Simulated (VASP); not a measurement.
# Tl8Cl7 (a cell with a defect) in VASP: single point with PBE

Aim: the single point of Tl8Cl7 (a cell with a defect) with PBE.

Everything below comes from runs of VASP 6.6.1. Logs are shortened: lines on timing, memory, paths and dates and some standing lists are left out, and cuts for length are marked.

## (1) The cell of the first run

The cell holds a defect, 15 atoms: a = 7.745 Å, b = 7.745 Å, c = 7.745 Å, α = 90.00°, β = 90.00°, γ = 90.00°.

## (2) Single point, PBE

Input file INCAR:

```
ALGO = Normal
EDIFF = 1E-6
ENCUT = 520
GGA = PE
ISIF = 2
ISMEAR = 1
LASPH = True
LCHARG = False
LREAL = Auto
LWAVE = False
NBANDS = 90
NELM = 60
PREC = Accurate
SIGMA = 0.15
```

Input file KPOINTS:

```
k-points
0
Gamma
  2 2 2
```

Input file POSCAR:

```
Tl8Cl7
1.0
    7.7454060000      0.0000000000      0.0000000000
    0.0000000000      7.7454060000      0.0000000000
    0.0000000000      0.0000000000      7.7454060000
Tl Cl
8 7
Direct
    0.0048587511      0.0025372459     -0.0033378496
    0.0038331109      0.0034419112      0.5044465067
    0.0023905784      0.4944503878     -0.0027674469
    0.0037916670      0.4959747752      0.5050889521
    0.4968475507      0.0034549512     -0.0029669200
    0.4960461724      0.0014345278      0.5051652554
    0.4948007890      0.4957871802     -0.0027736441
    0.4967109536      0.4944759513      0.5047155695
    0.2503443977      0.2489072878      0.2513509298
    0.2504072737      0.2486113704      0.7512562931
    0.2505491642      0.7485042101      0.2512735937
    0.2500770134      0.7477970813      0.7509736739
    0.7505079785      0.2467302553      0.2511780532
    0.7504328372      0.2487683667      0.7507805272
    0.7506430263      0.7486215700      0.7526120645
```

Potentials or basis: VASP PAW PBE potentials, release 64 (Tl_d, Cl).

Run with:

```sh
$ cat potpaw_PBE.64/Tl_d/POTCAR potpaw_PBE.64/Cl/POTCAR > POTCAR
$ mpirun -np 1 vasp_std > vasp.out
```

OUTCAR:

```text
EDIFF = 1E-6
   ENCUT = 520
   GGA = PE
   ISIF = 2
   ISMEAR = 1
   LASPH = True
   LREAL = Auto
   NELM = 60
   PREC = Accurate

 ion  position               nearest neighbor table
   1  0.005  0.003  0.997-  10 3.30  12 3.33  14 3.34   9 3.34  15 3.36  13 3.37  11 3.37   3 3.81
                             5 3.81   2 3.81   2 3.93   5 3.93   3 3.94
   2  0.004  0.003  0.504-  10 3.30  14 3.33   9 3.33  12 3.35  13 3.35  11 3.38  15 3.38   1 3.81
                             6 3.81   4 3.81   4 3.93   1 3.93   6 3.93
   3  0.002  0.494  0.997-  10 3.31  14 3.33  12 3.34   9 3.34  15 3.36  13 3.37  11 3.38   1 3.81
                             4 3.81   7 3.81   7 3.93   4 3.93   1 3.94
   4  0.004  0.496  0.505-  10 3.31  12 3.33  14 3.34   9 3.34  11 3.37  15 3.37  13 3.38   3 3.81
                             2 3.81   8 3.82   8 3.93   2 3.93   3 3.93
   5  0.497  0.003  0.997-  10 3.30  14 3.33   9 3.34  12 3.35  13 3.36  15 3.37  11 3.38   6 3.81
                             1 3.81   7 3.81   7 3.93   1 3.93   6 3.94
   6  0.496  0.001  0.505-  10 3.30  12 3.33   9 3.34  14 3.34  11 3.36  13 3.37  15 3.38   5 3.81
                             2 3.81   8 3.82   8 3.93   2 3.93   5 3.94
   7  0.495  0.496  0.997-  10 3.30  12 3.32   9 3.33  14 3.35  11 3.36  15 3.37  13 3.39   5 3.81
                             3 3.81   8 3.81   8 3.93   3 3.93   5 3.93
   8  0.497  0.494  0.505-  10 3.30   9 3.33  14 3.33  12 3.34  11 3.37  13 3.38  15 3.38   7 3.81
                             4 3.82   6 3.82   6 3.93   4 3.93   7 3.93
   9  0.250  0.249  0.251-   2 3.33   8 3.33   7 3.33   5 3.34   1 3.34   6 3.34   4 3.34   3 3.34
[... 9 lines left out ...]
  14  0.750  0.249  0.751-   3 3.33   2 3.33   5 3.33   8 3.33   4 3.34   1 3.34   6 3.34   7 3.35

  15  0.751  0.749  0.753-   3 3.36   1 3.36   5 3.37   4 3.37   7 3.37   6 3.38   8 3.38   2 3.38

  LATTYP: Found a simple cubic cell.
 ALAT       =     7.7454060000

  Lattice vectors:

 A1 = (   7.7454060000,   0.0000000000,   0.0000000000)
 A2 = (   0.0000000000,   7.7454060000,   0.0000000000)
 A3 = (   0.0000000000,   0.0000000000,   7.7454060000)

Analysis of symmetry for initial positions (statically):
=====================================================================
 Subroutine PRICEL returns:
 Original cell was already a primitive cell.

 Routine SETGRP: Setting up the symmetry group for a
 simple cubic supercell.

 Subroutine GETGRP returns: Found  1 space group operations
 (whereof  1 operations were pure point group operations)
 out of a pool of 48 trial point group operations.

The static configuration has the point symmetry C_1 .

Analysis of symmetry for dynamics (positions and initial velocities):
=====================================================================
 Subroutine PRICEL returns:
 Original cell was already a primitive cell.

 Routine SETGRP: Setting up the symmetry group for a
 simple cubic supercell.

 Subroutine GETGRP returns: Found  1 space group operations
 (whereof  1 operations were pure point group operations)
 out of a pool of 48 trial point group operations.

The dynamic configuration has the point symmetry C_1 .

 Subroutine INISYM returns: Found  1 space group operations
 (whereof  1 operations are pure point group operations),
 and found     1 'primitive' translations

----------------------------------------------------------------------------------------

                                     Primitive cell

  volume of cell :     464.6571

  direct lattice vectors                    reciprocal lattice vectors
     7.745406000  0.000000000  0.000000000     0.129108790  0.000000000  0.000000000
     0.000000000  7.745406000  0.000000000     0.000000000  0.129108790  0.000000000
     0.000000000  0.000000000  7.745406000     0.000000000  0.000000000  0.129108790

  length of vectors
     7.745406000  7.745406000  7.745406000     0.129108790  0.129108790  0.129108790

  position of ions in fractional coordinates (direct lattice)
     0.004858751  0.002537246  0.996662150
     0.003833111  0.003441911  0.504446507
     0.002390578  0.494450388  0.997232553
     0.003791667  0.495974775  0.505088952
     0.496847551  0.003454951  0.997033080
     0.496046172  0.001434528  0.505165255
     0.494800789  0.495787180  0.997226356
     0.496710954  0.494475951  0.504715569
     0.250344398  0.248907288  0.251350930
     0.250407274  0.248611370  0.751256293
[... 40 lines left out ...]
     0.064554395  0.064554395  0.064554395

  Shift w.r.t. Gamma in fractional coordinates (k-lattice)
     0.000000000  0.000000000  0.000000000

 Subroutine IBZKPT returns following result:
 ===========================================

 Found      8 irreducible k-points:

 Following reciprocal coordinates:
            Coordinates               Weight
  0.000000  0.000000  0.000000      1.000000
  0.500000  0.000000  0.000000      1.000000
  0.000000  0.500000  0.000000      1.000000
  0.000000  0.000000  0.500000      1.000000
  0.500000  0.500000  0.000000      1.000000
  0.000000  0.500000  0.500000      1.000000
  0.500000  0.000000  0.500000      1.000000
  0.500000  0.500000  0.500000      1.000000
   k-points           NKPTS =      8   k-points in BZ     NKDIM =      8   number of bands    NBANDS=     90
   number of dos      NEDOS =    301   number of ions     NIONS =     15
   total plane-waves  NPLWV = 216000
   dimension x,y,z NGX =    60 NGY =   60 NGZ =   60
   dimension x,y,z NGXF=   120 NGYF=  120 NGZF=  120
   ions per type =               8   7
   NGX,Y,Z   is equivalent  to a cutoff of  12.88, 12.88, 12.88 a.u.
   NGXF,Y,Z  is equivalent  to a cutoff of  25.76, 25.76, 25.76 a.u.
 SYSTEM =  unknown system
   PREC   = accura    normal or accurate (medium, high low for compatibility)
   ISTART =      0    job   : 0-new  1-cont  2-samecut
   ICHARG =      2    charge: 1-file 2-atom 10-const
   ISPIN  =      1    spin polarized calculation?
   LNONCOLLINEAR =      F non collinear calculations
   LSORBIT =      F    spin-orbit coupling
   LASPH  =      T    aspherical Exc in radial PAW
   ENCUT  =  520.0 eV  38.22 Ry    6.18 a.u.  14.40 14.40 14.40*2*pi/ulx,y,z
   NELM   =     60;   NELMIN=  2; NELMDL= -5     # of ELM steps
   EDIFF  = 0.1E-05   stopping-criterion for ELM
   LREAL  =      T    real-space projection
   EDIFFG = 0.1E-04   stopping-criterion for IOM
   NSW    =      0    number of steps for IOM
   IBRION =     -1    ionic relax: 0-MD 1-quasi-New 2-CG
   NFREE  =      0    steps in history (QN), initial steepest desc. (CG)
   ISIF   =      2    stress and relaxation
   ISYM   =      2    0-nonsym 1-usesym 2-fastsym
   POTIM  = 0.5000    time-step for ionic-motion
   TEBEG  =    0.0;   TEEND  =   0.0 temperature during run
   PSTRESS=    0.0 pullay stress
   NELECT =     153.0000    total number of electrons
   NUPDOWN=      -1.0000    fix difference up-down
   EMIN   =  10.00;   EMAX   =-10.00  energy-range for DOS
   EFERMI =   0.00;   METHOD = LEGACY
   ISMEAR =     1;   SIGMA  =   0.15  broadening in eV -4-tet -1-fermi 0-gaus
   EFERMI_NEDOS =   21; number of points for ismear=-14 and -15
   IALGO  =     38    algorithm
   IMIX   =      4    mixing-type and parameters
     AMIX     =   0.40;   BMIX     =  1.00
     AMIX_MAG =   1.60;   BMIX_MAG =  1.00
  volume/ion in A,a.u.               =      30.98       209.04
  Fermi-wavevector in a.u.,A,eV,Ry     =   1.130475  2.136289 17.387901  1.277975
  Thomas-Fermi vector in A             =   2.267172
   LORBIT       =      0    0 simple, 1 ext, 2 COOP (PROOUT), +10 PAW based schemes
   GGA     = PE    functional components
   LHFCALC =     F    Hartree Fock is set to
   AEXX    =    0.0000 exact exchange contribution
   IVDW    =     0    specifies the selected vdW correction
   LEPSILON=     F    determine dielectric tensor
   LRPA    =     F    only Hartree local field effects (RPA)
 non-spin polarized calculation
 Methfessel and Paxton  Order N= 1 SIGMA  =   0.15
  energy-cutoff  :      520.00
  volume of cell :      464.66
 maximum number of plane-waves:     12568
 NGX is ok and might be reduce to    60
   NGX = 29   NGY = 29   NGZ = 29

 number of electron     153.0000055 magnetization

 Free energy of the ion-electron system (eV)
  ---------------------------------------------------
  ext. energy  EPLUGINS =         0.00000000
  ---------------------------------------------------
  free energy    TOTEN  =       -43.60065281 eV

  energy without entropy =      -43.59233017  energy(sigma->0) =      -43.59787860

 E-fermi :   4.6780     XC(G=0):  -8.7178

 val. band max:        4.2637529498   @ k =   0.0000   0.0000   0.0000
 cond. band min:       4.7135556152   @ k =   0.0000   0.0000   0.5000
 fundamental gap:      0.4498026655
 Fermi energy:         4.6779673925

 k-point     1 :       0.0000    0.0000    0.0000
  band No.  band energies     occupation
      1     -11.6499      2.00000
      2     -11.3590      2.00000
      3     -11.2593      2.00000
      4     -11.2576      2.00000
      5     -11.1551      2.00000
      6     -11.1547      2.00000
[... 717 lines left out ...]
     87       7.0875     -0.00000
     88       7.0892     -0.00000
 [bands above 88 left out]

------------------------ aborting loop because EDIFF is reached ----------------------------------------

  FORCE on cell =-STRESS in cart. coord.  units (eV):
  Direction    XX          YY          ZZ          XY          YZ          ZX
  --------------------------------------------------------------------------------------
  -------------------------------------------------------------------------------------
  Total        0.5827982      0.5859095      0.5973375     -0.0020125      0.0001214      0.0016418
  in kB        2.0095379      2.0202660      2.0596707     -0.0069393      0.0004184      0.0056609
  external PRESSURE =       2.0298248 kB  Pullay stress =       0.0000000 kB

 VOLUME and BASIS-vectors are now :
 -----------------------------------------------------------------------------
  energy-cutoff  :      520.00
  volume of cell :      464.66
      direct lattice vectors                 reciprocal lattice vectors
     7.745406000  0.000000000  0.000000000     0.129108790  0.000000000  0.000000000
     0.000000000  7.745406000  0.000000000     0.000000000  0.129108790  0.000000000
     0.000000000  0.000000000  7.745406000     0.000000000  0.000000000  0.129108790

 POSITION                                       TOTAL-FORCE (eV/Angst)
 -----------------------------------------------------------------------------------
      0.03763      0.01965      7.71955         0.003511      0.000998     -0.001378
      0.02969      0.02666      3.90714         0.003439      0.003562      0.002766
      0.01852      3.82972      7.72397         0.005971     -0.002976     -0.001157
      0.02937      3.84153      3.91212         0.005453     -0.004465     -0.000357
      3.84829      0.02676      7.72243        -0.003548      0.003768     -0.001914
      3.84208      0.01111      3.91271        -0.002924      0.007519      0.001538
      3.83243      3.84007      7.72392        -0.001457     -0.004450     -0.002580
      3.84723      3.82992      3.90923        -0.003712     -0.006499      0.001460
      1.93902      1.92789      1.94681         0.000677     -0.001329      0.000406
      1.93951      1.92560      5.81879        -0.000213     -0.000816     -0.000743
      1.94060      5.79747      1.94622         0.000671      0.002316     -0.002207
      1.93695      5.79199      5.81660         0.002492      0.004342      0.001167
      5.81299      1.91103      1.94548        -0.003766     -0.001881     -0.000649
      5.81241      1.92681      5.81510        -0.001682     -0.000849      0.002585
      5.81403      5.79838      5.82929        -0.004913      0.000760      0.001063
 -----------------------------------------------------------------------------------
    total drift:                                0.000893      0.006764     -0.008598

  FREE ENERGIE OF THE ION-ELECTRON SYSTEM (eV)
  ---------------------------------------------------
  free  energy   TOTEN  =       -43.6006528120 eV

  energy  without entropy=      -43.5923301698  energy(sigma->0) =      -43.59787860
```

Run time: 11 min. Hardware: 1 thread of Intel Xeon Platinum 8488C (Sapphire Rapids), shared host; peak memory 0.58 GiB.

Results:

- Free energy: -43.6007 eV
- Pressure: 0.2 GPa
- Largest force: 0.008 eV/Å
- Band gap on the k mesh: zero (an odd number of electrons rules out a gap without spin polarisation)

Forces in eV/Å, atoms in the order of the input:
```
Tl   0.004  0.001 -0.001
Tl   0.003  0.004  0.003
Tl   0.006 -0.003 -0.001
Tl   0.005 -0.004  0.000
Tl  -0.004  0.004 -0.002
Tl  -0.003  0.008  0.002
Tl  -0.001 -0.004 -0.003
Tl  -0.004 -0.006  0.001
Cl   0.001 -0.001  0.000
Cl   0.000 -0.001 -0.001
Cl   0.001  0.002 -0.002
Cl   0.002  0.004  0.001
Cl  -0.004 -0.002 -0.001
Cl  -0.002 -0.001  0.003
Cl  -0.005  0.001  0.001
```

Caveat: the k points lie up to 0.41 Å⁻¹ apart, too coarse for converged energies and pressures of a metal; spin-orbit coupling is left out, which moves the levels of the heavy elements; an odd number of electrons without spin polarisation forces a metal; a magnetic or distorted state may lie lower.

The gap in the log of VASP goes by the Fermi energy; the results here count the filled bands.